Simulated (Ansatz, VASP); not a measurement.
# One calculation of MoF, two programs

```xyz
2
Lattice="0.0000 2.4422 2.4422 2.4422 0.0000 2.4422 2.4422 2.4422 0.0000" Properties=species:S:1:pos:R:3 pbc="T T T"
Mo    0.0000    0.0000    0.0000
F     3.6633    3.6633    3.6633
```

Alike in both runs: functional PBE; k mesh 6 × 6 × 6; occupations gaussian, width 0.1 eV; collinear spin.

Ansatz relaxed the structure, and its values are those at the end. VASP's run is a single point on that final structure, the one shown.

|  | VASP | Ansatz |
| --- | --- | --- |
| version | VASP 6.6.1 | Ansatz 0.2.0 |
| potentials or method | VASP PAW PBE potentials, release 64 (Mo_sv, F), cutoff 520 eV | scalar-relativistic, plane waves, PAW |
| valence electrons in the cell | 21 | 21 |

Ansatz gave:

```
gap on the k mesh at the Fermi level (eV)                     : none
pressure (GPa)                                                : 0.2
net moment per atom (μB)                                      : 0.49
size of the moment on the site where the two differ most (μB) : 0.62
```

What did VASP give for the same quantities?

gap on the k mesh at the Fermi level (eV): none; pressure (GPa): 0.5; net moment per atom (μB): 0.49; size of the moment on the site where the two differ most (μB): 0.91.

Site moments also hang on the region over which each program counts them. A gap of «none» marks a metal or a gap that the smearing closes. The functional is the same, so the differences come from potentials, cutoffs and numerics.

The k mesh is coarse, so the values compare programs but aren't converged.
